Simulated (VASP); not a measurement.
**Al3Ru2: single point with PBEsol**

Crystal: Al3Ru2.

```xyz
10
Lattice="3.1656 0.0000 0.0000 0.0000 3.1656 0.0000 0.0000 0.0000 14.6792" Properties=species:S:1:pos:R:3 pbc="T T T"
Al    0.0000    0.0000    0.0000
Al    1.5828    1.5828    4.5243
Al    0.0000    0.0000    2.8153
Al    1.5828    1.5828    7.3396
Al    0.0000    0.0000   11.8639
Al    1.5828    1.5828   10.1549
Ru    1.5828    1.5828    1.5491
Ru    0.0000    0.0000    5.7905
Ru    0.0000    0.0000    8.8887
Ru    1.5828    1.5828   13.1301
```

This cell differs from its parent crystal: equal strain along all axes, cell held: +3.0 %, then relaxed in part.

| Property | Result |
| --- | --- |
| Program | VASP 6.6.1 |
| Task | single point |
| Functional | PBEsol |
| Potentials or basis | VASP PAW PBE potentials, release 64 (Al, Ru_pv) |
| Cutoff | 520 eV |
| k mesh | 12 × 12 × 4 |
| Occupations | gaussian, width 0.1 eV |
| Spin | no spin polarisation |

```yaml
Pressure: -13.8 GPa
Largest_force: 0.007 eV/Å
Band_gap_on_the_k_mesh: zero (band 37 reaches 10.43 eV, above the bottom of band 38 at 8.72 eV)
```

Forces in eV/Å, atoms in the order of the input:
```
Al   0.000  0.000  0.000
Al   0.000  0.000 -0.001
Al   0.000  0.000  0.001
Al   0.000  0.000  0.000
Al   0.000  0.000 -0.001
Al   0.000  0.000  0.001
Ru   0.000  0.000 -0.007
Ru   0.000  0.000  0.007
Ru   0.000  0.000 -0.007
Ru   0.000  0.000  0.007
```

Stress tensor (GPa, compression positive):
```
-14.42   0.00   0.00
  0.00 -14.42   0.00
  0.00   0.00 -12.53
```

Levels at points of the mesh, in eV from the Fermi level:
```tsv
k point	band 35	band 36	band 37	band 38	band 39	band 40	band 41	band 42
(0.00, 0.00, 0.00)	-0.27	-0.26	-0.17	-0.15	2.09	3.04	4.06	4.06
(0.50, 0.00, 0.00)	-0.98	-0.98	-0.33	-0.33	1.11	1.11	1.34	1.34
(0.50, 0.50, 0.00)	0.62	0.62	0.89	0.89	0.93	0.93	1.79	1.79
(0.00, 0.00, 0.50)	-0.27	-0.27	-0.16	-0.16	2.38	2.38	4.41	4.41
(0.50, 0.00, 0.50)	-0.98	-0.98	-0.34	-0.34	1.10	1.10	1.34	1.34
(0.50, 0.50, 0.50)	0.89	0.89	0.93	0.93	1.25	1.25	1.25	1.25
```

It took 9 min on 1 thread of Oxide Virtual Turin-like Processor, on a shared host, peak memory 0.51 GiB.

Caveat: the cell differs from its parent crystal (equal strain along all axes, cell held: +3.0 %, then relaxed in part); the PAW data sets were made with another functional, which shifts forces and pressure a little.
